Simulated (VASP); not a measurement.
CdS:

```
Cd S
1.0
     4.12455    0.00000    0.00000
    -2.06228    3.57197    0.00000
     0.00000    0.00000    6.73537
Cd S
2 2
Direct
  0.00000 0.00000 0.00000
  0.33333 0.66667 0.50000
  0.00000 0.00000 0.37500
  0.33333 0.66667 0.87500
```

```yaml
Program: VASP 6.6.1
Task: relaxation of cell and atoms
Functional: PBE
Potentials_or_basis: VASP PAW PBE potentials, release 64 (Cd, S)
Cutoff: 600 eV
k_mesh: 12 × 12 × 4
Occupations: gaussian, width 0.02 eV
Spin: no spin polarisation
```

At the start: pressure 3.2 GPa; volume 24.81 Å³/atom.

Question: Where does the relaxation end?

Answer: Over 9 steps the energy falls by 12.9 meV/atom and the volume is 26.16 Å³/atom (+5.5 %); space group P6_3mc (No. 186, to 0.1 Å) before and after.

The path:
| step | energy change (eV) | largest force (eV/Å) | pressure (GPa) | volume (Å³) |
| --- | --- | --- | --- | --- |
| 1 | 0.0000 | 0.0210 | 3.20 | 99.23 |
| 2 | -0.0462 | 0.0143 | -0.91 | 106.53 |
| 3 | -0.0516 | 0.0156 | 0.01 | 104.64 |
| 4 | -0.0516 | 0.0157 | -0.05 | 104.75 |
| 5 | -0.0516 | 0.0127 | 0.01 | 104.64 |
| 6 | -0.0516 | 0.0109 | 0.05 | 104.57 |
| 7 | -0.0517 | 0.0081 | 0.02 | 104.62 |
| 8 | -0.0518 | 0.0022 | -0.03 | 104.72 |
| 9 | -0.0518 | 0.0002 | 0.01 | 104.65 |

Final structure:
```
Cd S
1.0
     4.20317    0.00000    0.00000
    -2.10159    3.64005    0.00000
     0.00000    0.00000    6.83974
Cd S
2 2
Direct
  0.00000 0.00000 0.99921
  0.33333 0.66667 0.49921
  0.00000 0.00000 0.37579
  0.33333 0.66667 0.87579
```
